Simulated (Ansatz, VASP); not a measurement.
## KHf3 in VASP and in Ansatz

```
K Hf
1.0
     4.65526    0.00000    0.00000
     0.00000    4.65526    0.00000
     0.00000    0.00000    4.65526
K Hf
1 3
Direct
  0.00000 0.00000 0.00000
  0.00000 0.50000 0.50000
  0.50000 0.00000 0.50000
  0.50000 0.50000 0.00000
```

Alike in both runs: functional PBE; k mesh 4 × 4 × 4; occupations gaussian, width 0.1 eV; no spin polarisation.

Ansatz relaxed the structure, and its values are those at the end. VASP's run is a single point on that final structure, the one shown.

|  | VASP | Ansatz |
| --- | --- | --- |
| version | VASP 6.6.1 | Ansatz 0.2.0 |
| potentials or method | VASP PAW PBE potentials, release 64 (K_sv, Hf_pv), cutoff 520 eV | scalar-relativistic, plane waves, PAW |
| valence electrons in the cell | 39 | 87 |

Ansatz gave:

| Quantity | Value |
| --- | --- |
| gap on the k mesh at the Fermi level (eV) | none |
| pressure (GPa) | -0.3 |

Question: Which values does VASP return?

Answer: gap on the k mesh at the Fermi level (eV): none; pressure (GPa): -0.4.

A gap of «none» marks a metal or a gap that the smearing closes. The functional is the same, so the differences come from potentials, cutoffs and numerics. VASP's potentials hold 39 valence electrons a cell and Ansatz's 87, so a difference there can come from the potentials and not from the codes.

Neither program's run includes spin-orbit coupling.
